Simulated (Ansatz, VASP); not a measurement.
**Two plane-wave programs on AlN**

The input INCAR:

```
PREC = Accurate
ENCUT = 520
EDIFF = 1E-6
ISMEAR = 0
SIGMA = 0.05
LREAL = F
LASPH = T
NELM = 80
ALGO = Normal
ISIF = 2
LWAVE = F
LCHARG = F
GGA = CA
NBANDS = 26
```

File KPOINTS:

```
Automatic mesh
0
Gamma
  8 8 3
```

File POSCAR:

```
AlN
1.0
   -3.1110021516      0.0000000000      0.0000000000
   -1.5555010758     -2.6942068945      0.0000000000
   -0.3111002152      0.0000000000      9.9560000000
Al N
4 4
Direct
    0.2429583333      0.3333333333      0.9037500000
    0.2929583333      0.3333333333      0.4037500000
    0.6512916667      0.6666666667      0.1537500000
    0.6012916667      0.6666666667      0.6537500000
    0.3237083333      0.3333333333      0.0962500000
    0.2737083333      0.3333333333      0.5962500000
    0.6320416667      0.6666666667      0.3462500000
    0.5820416667      0.6666666667      0.8462500000
```

Input for Ansatz:

```yaml
crystal:
  lattice:
    - [-3.1110021516, 0.0, 0.0]
    - [-1.5555010758, -2.6942068945, 0.0]
    - [-0.3111002152, 0.0, 9.956]
  atoms:
    - { symbol: Al, position: [0.2429583333, 0.3333333333, 0.90375] }
    - { symbol: Al, position: [0.2929583333, 0.3333333333, 0.40375] }
    - { symbol: Al, position: [0.6512916667, 0.6666666667, 0.15375] }
    - { symbol: Al, position: [0.6012916667, 0.6666666667, 0.65375] }
    - { symbol: "N", position: [0.3237083333, 0.3333333333, 0.09625] }
    - { symbol: "N", position: [0.2737083333, 0.3333333333, 0.59625] }
    - { symbol: "N", position: [0.6320416667, 0.6666666667, 0.34625] }
    - { symbol: "N", position: [0.5820416667, 0.6666666667, 0.84625] }
basis:
  ecutwfc: 420
kpoints:
  mp_grid: { grid: [8, 8, 3] }
hamiltonian:
  xc: lda
scf:
  occupations: { method: gaussian, width: 0.05 }
output:
  forces: true
  stress: true
  eigenvalues: true
```

Alike in both runs: task single point; functional LDA; k mesh 8 × 8 × 3; occupations gaussian, width 0.05 eV; no spin polarisation.

|  | VASP | Ansatz |
| --- | --- | --- |
| version | VASP 6.6.1 | Ansatz 0.2.0 |
| potentials or method | VASP PAW LDA potentials, release 64 (Al, N), cutoff 520 eV | scalar-relativistic, plane waves, PAW |
| valence electrons in the cell | 32 | 32 |

```tsv
	VASP	Ansatz	Ansatz less VASP
gap on the k mesh at the Fermi level (eV)	4.06	4.06	-0.006
least direct gap on the mesh (eV)	4.06	4.06	-0.006
pressure (GPa)	-4.0	-4.5	-0.53
traceless stress, the component that is largest in VASP (GPa)	3.29	3.29	0.000
rms of the force components (eV/Å)	0.220	0.219	-0.0010
```

LDA's correlation is that of Perdew and Zunger in VASP and of Perdew and Wang (1992) in Ansatz. Atom by atom the forces differ by 0.003 eV/Å (rms over components).
